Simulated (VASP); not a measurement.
# BN (R3m) in VASP: a series of runs

The runs below take BN through single point, with PBE.

Program: VASP 6.6.1. These are calculated values, not measurements. Logs are shortened: lines on timing, memory, paths and dates and some standing lists are left out, and cuts for length are marked.

### 1 The cell of the first run

Symmetry: R3m, No. 160, trigonal system. Conventional cell: a = 2.564 Å, b = 2.564 Å, c = 6.280 Å, α = 90.00°, β = 90.00°, γ = 120.00°. B (site symmetry 3m) has 4 N at 1.55 to 1.62 Å within 2.1 Å. N (site symmetry 3m) has 4 B at 1.55 to 1.62 Å within 2.1 Å.

### 2 Single point, PBE

INCAR reads:

```
SYSTEM = BN
ALGO = Normal
EDIFF = 1E-7
ENCUT = 520
GGA = PE
ISIF = 2
ISMEAR = 0
LASPH = .TRUE.
LCHARG = .TRUE.
LELF = .TRUE.
LREAL = .FALSE.
LVHAR = .TRUE.
LWAVE = .FALSE.
NBANDS = 11
NELM = 100
PREC = Accurate
SIGMA = 0.05
```

KPOINTS reads:

```
k-points
0
G
  12 12 12
  0 0 0
```

POSCAR reads:

```
BN
1.0
    0.0000000000      1.8130010000      1.8130010000
    1.8130010000      0.0000000000      1.8130010000
    1.8130010000      1.8130010000      0.0000000000
B N
1 1
Direct
    0.0000000000      0.0000000000      0.0000000000
    0.7738837542      0.7420387486      0.7420387486
```

Potentials or basis: VASP PAW PBE potentials, release 64 (B, N).

Run with:

```sh
> cat potpaw_PBE.64/B/POTCAR potpaw_PBE.64/N/POTCAR > POTCAR
> mpirun -np 1 vasp_std > vasp.out
```

OUTCAR:

```text
SYSTEM = BN
   EDIFF = 1E-7
   ENCUT = 520
   GGA = PE
   ISIF = 2
   ISMEAR = 0
   LASPH = .TRUE.
   LREAL = .FALSE.
   NELM = 100
   PREC = Accurate

 ion  position               nearest neighbor table
   1  0.000  0.000  0.000-   2 1.55   2 1.55   2 1.55   2 1.62
   2  0.774  0.742  0.742-   1 1.55   1 1.55   1 1.55   1 1.62

  LATTYP: Found a face centered cubic cell.
 ALAT       =     3.6260020000

  Lattice vectors:

 A1 = (   0.0000000000,   1.8130010000,   1.8130010000)
 A2 = (   1.8130010000,   0.0000000000,   1.8130010000)
 A3 = (   1.8130010000,   1.8130010000,   0.0000000000)

Analysis of symmetry for initial positions (statically):
=====================================================================
 Subroutine PRICEL returns:
 Original cell was already a primitive cell.

 Routine SETGRP: Setting up the symmetry group for a
 face centered cubic supercell.

 Subroutine GETGRP returns: Found  6 space group operations
 (whereof  6 operations were pure point group operations)
 out of a pool of 48 trial point group operations.

The static configuration has the point symmetry C_3v.

Analysis of symmetry for dynamics (positions and initial velocities):
=====================================================================
 Subroutine PRICEL returns:
 Original cell was already a primitive cell.

 Routine SETGRP: Setting up the symmetry group for a
 face centered cubic supercell.

 Subroutine GETGRP returns: Found  6 space group operations
 (whereof  6 operations were pure point group operations)
 out of a pool of 48 trial point group operations.

The dynamic configuration has the point symmetry C_3v.

 Subroutine INISYM returns: Found  6 space group operations
 (whereof  6 operations are pure point group operations),
 and found     1 'primitive' translations

----------------------------------------------------------------------------------------

                                     Primitive cell

  volume of cell :      11.9186

  direct lattice vectors                    reciprocal lattice vectors
     0.000000000  1.813001000  1.813001000    -0.275785838  0.275785838  0.275785838
     1.813001000  0.000000000  1.813001000     0.275785838 -0.275785838  0.275785838
     1.813001000  1.813001000  0.000000000     0.275785838  0.275785838 -0.275785838

  length of vectors
     2.563970603  2.563970603  2.563970603     0.477675083  0.477675083  0.477675083

  position of ions in fractional coordinates (direct lattice)
     0.000000000  0.000000000  0.000000000
     0.773883754  0.742038749  0.742038749

  ion indices of the primitive-cell ions
   primitive index   ion index
                 1           1
                 2           2

----------------------------------------------------------------------------------------

 KPOINTS: k-points

Automatic generation of k-mesh.
 Grid dimensions read from file:
 generate k-points for:   12   12   12

 Generating k-lattice:

  Cartesian coordinates                     Fractional coordinates (reciprocal lattice)
    -0.022982153  0.022982153  0.022982153     0.083333333  0.000000000  0.000000000
     0.022982153 -0.022982153  0.022982153     0.000000000  0.083333333  0.000000000
     0.022982153  0.022982153 -0.022982153     0.000000000  0.000000000  0.083333333

  Length of vectors
     0.039806257  0.039806257  0.039806257

  Shift w.r.t. Gamma in fractional coordinates (k-lattice)
     0.000000000  0.000000000  0.000000000

 Subroutine IBZKPT returns following result:
 ===========================================

 Found    189 irreducible k-points:

 Following reciprocal coordinates:
            Coordinates               Weight
  0.000000  0.000000  0.000000      1.000000
  0.083333  0.000000  0.000000      2.000000
  0.000000  0.083333  0.000000      6.000000
  0.166667  0.000000  0.000000      2.000000
  0.000000  0.166667  0.000000      6.000000
  0.250000  0.000000  0.000000      2.000000
[... 16 lines left out ...]
  0.083333  0.000000  0.333333      6.000000
  0.416667  0.083333  0.000000      6.000000
 [... further k-points ...]
   k-points           NKPTS =    189   k-points in BZ     NKDIM =    189   number of bands    NBANDS=     11
   number of dos      NEDOS =    301   number of ions     NIONS =      2
   total plane-waves  NPLWV =   8000
   dimension x,y,z NGX =    20 NGY =   20 NGZ =   20
   dimension x,y,z NGXF=    40 NGYF=   40 NGZF=   40
   ions per type =               1   1
   NGX,Y,Z   is equivalent  to a cutoff of  12.97, 12.97, 12.97 a.u.
   NGXF,Y,Z  is equivalent  to a cutoff of  25.94, 25.94, 25.94 a.u.
 SYSTEM =  BN
   PREC   = accura    normal or accurate (medium, high low for compatibility)
   ISTART =      0    job   : 0-new  1-cont  2-samecut
   ICHARG =      2    charge: 1-file 2-atom 10-const
   ISPIN  =      1    spin polarized calculation?
   LNONCOLLINEAR =      F non collinear calculations
   LSORBIT =      F    spin-orbit coupling
   LASPH  =      T    aspherical Exc in radial PAW
   ENCUT  =  520.0 eV  38.22 Ry    6.18 a.u.   4.77  4.77  4.77*2*pi/ulx,y,z
   NELM   =    100;   NELMIN=  2; NELMDL= -5     # of ELM steps
   EDIFF  = 0.1E-06   stopping-criterion for ELM
   LREAL  =      F    real-space projection
   EDIFFG = 0.1E-05   stopping-criterion for IOM
   NSW    =      0    number of steps for IOM
   IBRION =     -1    ionic relax: 0-MD 1-quasi-New 2-CG
   NFREE  =      0    steps in history (QN), initial steepest desc. (CG)
   ISIF   =      2    stress and relaxation
   ISYM   =      2    0-nonsym 1-usesym 2-fastsym
   POTIM  = 0.5000    time-step for ionic-motion
   TEBEG  =    0.0;   TEEND  =   0.0 temperature during run
   PSTRESS=    0.0 pullay stress
   NELECT =       8.0000    total number of electrons
   NUPDOWN=      -1.0000    fix difference up-down
   EMIN   =  10.00;   EMAX   =-10.00  energy-range for DOS
   EFERMI =   0.00;   METHOD = LEGACY
   ISMEAR =     0;   SIGMA  =   0.05  broadening in eV -4-tet -1-fermi 0-gaus
   EFERMI_NEDOS =   21; number of points for ismear=-14 and -15
   IALGO  =     38    algorithm
   IMIX   =      4    mixing-type and parameters
     AMIX     =   0.40;   BMIX     =  1.00
     AMIX_MAG =   1.60;   BMIX_MAG =  1.00
  volume/ion in A,a.u.               =       5.96        40.22
  Fermi-wavevector in a.u.,A,eV,Ry     =   1.433387  2.708709 27.954506  2.054598
  Thomas-Fermi vector in A             =   2.552911
   LORBIT       =      0    0 simple, 1 ext, 2 COOP (PROOUT), +10 PAW based schemes
   GGA     = PE    functional components
   LHFCALC =     F    Hartree Fock is set to
   AEXX    =    0.0000 exact exchange contribution
   IVDW    =     0    specifies the selected vdW correction
   LEPSILON=     F    determine dielectric tensor
   LRPA    =     F    only Hartree local field effects (RPA)
 non-spin polarized calculation
 Gauss-broadening in eV      SIGMA  =   0.05
  energy-cutoff  :      520.00
  volume of cell :       11.92
 maximum number of plane-waves:       332
   NGX =  9   NGY =  9   NGZ =  9

 number of electron       8.0000000 magnetization

 Free energy of the ion-electron system (eV)
  ---------------------------------------------------
  ext. energy  EPLUGINS =         0.00000000
  ---------------------------------------------------
  free energy    TOTEN  =       -17.42364547 eV

  energy without entropy =      -17.42364547  energy(sigma->0) =      -17.42364547

 E-fermi :   8.0640     XC(G=0): -12.7771

 val. band max:        7.7731292331   @ k =   0.0000   0.0000   0.0000
 cond. band min:      11.7212143164   @ k =   0.5000   0.5000   0.0000
 fundamental gap:      3.9480850833
 Fermi energy:         8.0639971785

 k-point     1 :       0.0000    0.0000    0.0000
  band No.  band energies     occupation
      1     -12.8381      2.00000
      2       7.0331      2.00000
      3       7.0331      2.00000
      4       7.7731      2.00000
      5      15.7003      0.00000
      6      16.2764      0.00000
      7      16.2764      0.00000
      8      17.4980      0.00000
      9      31.8451      0.00000
     10      34.9456      0.00000
     11      34.9456      0.00000

 k-point     2 :       0.0833    0.0000    0.0000
  band No.  band energies     occupation
      1     -12.6695      2.00000
      2       6.7854      2.00000
      3       6.8734      2.00000
      4       6.8734      2.00000
      5      16.0639      0.00000
      6      16.5114      0.00000
      7      16.5114      0.00000
      8      17.9654      0.00000
      9      31.6607      0.00000
     10      32.9038      0.00000
     11      32.9038      0.00000

 k-point     3 :       0.0000    0.0833    0.0000
  band No.  band energies     occupation
      1     -12.6707      2.00000
      2       6.1959      2.00000
      3       6.8491      2.00000
      4       7.5494      2.00000
      5      15.8975      0.00000
      6      16.4611      0.00000
      7      16.5842      0.00000
      8      18.1124      0.00000
      9      31.6395      0.00000
     10      32.6628      0.00000
     11      32.7676      0.00000

 k-point     4 :       0.1667    0.0000    0.0000
  band No.  band energies     occupation
      1     -12.1700      2.00000
      2       4.5853      2.00000
      3       6.4796      2.00000
      4       6.4796      2.00000
      5      16.5201      0.00000
      6      17.0520      0.00000
      7      17.0520      0.00000
      8      19.2040      0.00000
      9      31.1649      0.00000
     10      31.4366      0.00000
     11      31.4366      0.00000

 k-point     5 :       0.0000    0.1667    0.0000
  band No.  band energies     occupation
      1     -12.1747      2.00000
      2       4.1760      2.00000
      3       6.4010      2.00000
      4       7.0834      2.00000
      5      16.2847      0.00000
      6      16.8856      0.00000
      7      17.3212      0.00000
      8      19.4754      0.00000
      9      30.9569      0.00000
     10      31.0946      0.00000
     11      31.3662      0.00000
[... 211 lines left out ...]
 k-point    21 :       0.3333    0.0833    0.0000
  band No.  band energies     occupation
      1     -10.5489      2.00000
      2       0.5024      2.00000
      3       5.1454      2.00000
      4       5.5488      2.00000
      5      16.6353      0.00000
      6      18.0289      0.00000
      7      18.5571      0.00000
      8      20.9416      0.00000
      9      28.6207      0.00000
     10      32.3061      0.00000
     11      33.6183      0.00000

 k-point    22 :       0.0000    0.3333    0.0833
  band No.  band energies     occupation
      1     -10.5615      2.00000
      2       0.2594      2.00000
      3       5.2283      2.00000
      4       5.8033      2.00000
      5      16.5283      0.00000
      6      18.2487      0.00000
      7      18.6601      0.00000
      8      21.2065      0.00000
      9      28.2602      0.00000
     10      32.1039      0.00000
     11      33.2331      0.00000

 k-point    23 :       0.0833    0.0000    0.3333
  band No.  band energies     occupation
      1     -10.5638      2.00000
      2       0.2389      2.00000
      3       5.0027      2.00000
      4       6.0944      2.00000
      5      16.5777      0.00000
      6      17.5591      0.00000
      7      19.2174      0.00000
      8      21.4343      0.00000
      9      28.2319      0.00000
     10      32.1784      0.00000
     11      32.7136      0.00000

 k-point    24 :       0.4167    0.0833    0.0000
  band No.  band energies     occupation
      1      -9.4416      2.00000
      2      -1.6210      2.00000
      3       4.9643      2.00000
      4       5.0867      2.00000
      5      16.9196      0.00000
      6      18.0674      0.00000
      7      18.5144      0.00000
      8      21.7704      0.00000
      9      29.6112      0.00000
     10      32.6984      0.00000
     11      34.6041      0.00000

 [... further k-points ...]
[... 5 lines left out ...]
  --------------------------------------------------------------------------------------
  -------------------------------------------------------------------------------------
  Total        0.0360118      0.0360118      0.0360118      0.0041112     -0.0041112      0.0041112
  in kB        4.8409564      4.8409564      4.8409564      0.5526556     -0.5526556      0.5526556
  external PRESSURE =       4.8409564 kB  Pullay stress =       0.0000000 kB

 VOLUME and BASIS-vectors are now :
 -----------------------------------------------------------------------------
  energy-cutoff  :      520.00
  volume of cell :       11.92
      direct lattice vectors                 reciprocal lattice vectors
     0.000000000  1.813001000  1.813001000    -0.275785838  0.275785838  0.275785838
     1.813001000  0.000000000  1.813001000     0.275785838 -0.275785838  0.275785838
     1.813001000  1.813001000  0.000000000     0.275785838  0.275785838 -0.275785838

 POSITION                                       TOTAL-FORCE (eV/Angst)
 -----------------------------------------------------------------------------------
      0.00000      0.00000      0.00000        -0.606275      0.606275      0.606275
      2.69063      2.74837      2.74837         0.606275     -0.606275     -0.606275
 -----------------------------------------------------------------------------------
    total drift:                                0.000036     -0.000034     -0.000034

  FREE ENERGIE OF THE ION-ELECTRON SYSTEM (eV)
  ---------------------------------------------------
  free  energy   TOTEN  =       -17.4236454735 eV

  energy  without entropy=      -17.4236454735  energy(sigma->0) =      -17.42364547
```

It took 14 s on 1 thread of Intel Xeon Platinum 8488C (Sapphire Rapids), shared host; peak memory 0.13 GiB.

What came out:

```
Free energy            : -17.4236 eV
Pressure               : 0.5 GPa
Largest force          : 1.050 eV/Å
Band gap on the k mesh : 3.95 eV, indirect (least direct gap 7.93 eV)
```

Forces on the atoms (eV/Å):
```
B   -0.606  0.606  0.606
N    0.606 -0.606 -0.606
```

Stress tensor (GPa, compression positive):
```
 0.48  0.06  0.06
 0.06  0.48 -0.06
 0.06 -0.06  0.48
```

Caveat: the cell differs from its parent crystal (all N atoms moved -0.050 Å, as atom 2 towards its neighbour atom 1 (B) at 1.570 Å); forces of over 1 eV/Å act on the atoms, so gaps and moduli don't describe the material at rest. A k mesh can miss the band edges.

### 3 Single point, PBE

INCAR reads:

```
SYSTEM = BN
PREC = Accurate ; ENCUT = 520
EDIFF = 1E-7 ; ISMEAR = 0
SIGMA = 0.05 ; LREAL = .FALSE.
LASPH = .TRUE. ; NELM = 80
ALGO = Normal ; ISIF = 2
LWAVE = .FALSE. ; LCHARG = .FALSE.
GGA = PE ; NBANDS = 11
```

KPOINTS reads:

```
Automatic mesh
0
G
  12 12 12
  0 0 0
```

Edit POSCAR of step 2 so:

```diff
@@ -9,2 +9,2 @@
     0.0000000000      0.0000000000      0.0000000000
-    0.7738837542      0.7420387486      0.7420387486
+    0.7380581229      0.7539806257      0.7539806257
```

Potentials or basis: VASP PAW PBE potentials, release 64 (B, N).

Run with:

```sh
> cat potpaw_PBE.64/B/POTCAR potpaw_PBE.64/N/POTCAR > POTCAR
> mpirun -np 1 vasp_std > vasp.out
```

Wall time 13 s (1 thread of Intel Xeon Platinum 8488C (Sapphire Rapids), shared host); peak memory 0.14 GiB.

Results (log left out):

```yaml
Free_energy: -17.4433 eV
Pressure: 0.0 GPa
Largest_force: 0.627 eV/Å
Band_gap_on_the_k_mesh: 4.32 eV, indirect (least direct gap 8.54 eV)
```

Forces in eV/Å, atoms in the order of the input:
```
B    0.362 -0.362 -0.362
N   -0.362  0.362  0.362
```

Stress tensor (GPa, compression positive):
```
 0.02 -0.41 -0.41
-0.41  0.02  0.41
-0.41  0.41  0.02
```

Levels at points of the mesh, in eV from the valence-band top:
```tsv
k point	band 1	band 2	band 3	band 4	band 5	band 6	band 7	band 8
(0.00, 0.00, 0.00)	-20.26	-0.39	0.00	0.00	8.54	8.54	8.87	10.08
(0.50, 0.00, 0.00)	-16.09	-10.80	-2.00	-2.00	9.90	10.61	10.61	15.18
(0.00, 0.50, 0.00)	-16.08	-10.71	-2.25	-1.89	9.86	10.17	10.87	14.98
(0.50, 0.50, 0.00)	-14.73	-8.99	-5.05	-4.93	4.32	9.04	17.53	17.80
```

Caveat: the cell differs from its parent crystal (all N atoms moved +0.025 Å, as atom 2 towards its neighbour atom 1 (B) at 1.570 Å).

### 4 Single point, PBE

INCAR reads:

```
SYSTEM = BN
PREC     = Accurate       ! precision mode
ENCUT    = 520            ! plane-wave cutoff, eV
EDIFF    = 1E-7           ! SCF threshold, eV
ISMEAR   = 0              ! smearing method
SIGMA    = 0.05           ! smearing width, eV
LREAL    = .FALSE.        ! projectors in reciprocal space
LASPH    = .TRUE.         ! aspherical terms in the spheres
NELM     = 60             ! most SCF steps
ALGO     = Normal         ! electronic algorithm
ISIF     = 2              ! what is computed and relaxed
LWAVE    = .FALSE.        ! write WAVECAR
LCHARG   = .FALSE.        ! write CHGCAR
GGA      = PE             ! functional
NBANDS   = 11             ! bands
```

KPOINTS reads:

```
regular mesh
0
G
  12 12 12
  0 0 0
```

Edit POSCAR of step 3 so:

```diff
@@ -9,2 +9,2 @@
     0.0000000000      0.0000000000      0.0000000000
-    0.7380581229      0.7539806257      0.7539806257
+    0.7022324917      0.7659225028      0.7659225028
```

Run with:

```sh
> cat potpaw_PBE.64/B/POTCAR potpaw_PBE.64/N/POTCAR > POTCAR
> mpirun -np 1 vasp_std > vasp.out
```

Wall time 13 s (1 thread of Intel Xeon Platinum 8488C (Sapphire Rapids), shared host); peak memory 0.13 GiB.

Results (log left out):

| Quantity | Value |
| --- | --- |
| Free energy | -17.3142 eV |
| Pressure | 3.2 GPa |
| Largest force | 2.923 eV/Å |
| Band gap on the k mesh | 3.86 eV, indirect (least direct gap 7.86 eV) |

Forces in eV/Å, atoms in the order of the input:
```
B    1.688 -1.688 -1.688
N   -1.688  1.688  1.688
```

Stress tensor (GPa, compression positive):
```
 3.16 -3.37 -3.37
-3.37  3.16  3.37
-3.37  3.37  3.16
```

Levels at points of the mesh, in eV from the valence-band top:
```csv
k point,band 2,band 3,band 4,band 5,band 6,band 7
"(0.00, 0.00, 0.00)",-1.62,0.00,0.00,7.86,7.86,9.07
"(0.50, 0.00, 0.00)",-11.37,-2.25,-2.25,9.58,10.50,10.50
"(0.00, 0.50, 0.00)",-11.02,-3.18,-1.75,8.76,9.18,11.72
"(0.50, 0.50, 0.00)",-9.39,-5.53,-5.13,3.86,8.52,16.84
```

Caveat: the cell differs from its parent crystal (all N atoms moved +0.100 Å, as atom 2 towards its neighbour atom 1 (B) at 1.570 Å); forces of over 1 eV/Å act on the atoms, so gaps and moduli don't describe the material at rest. A k mesh can miss the band edges.
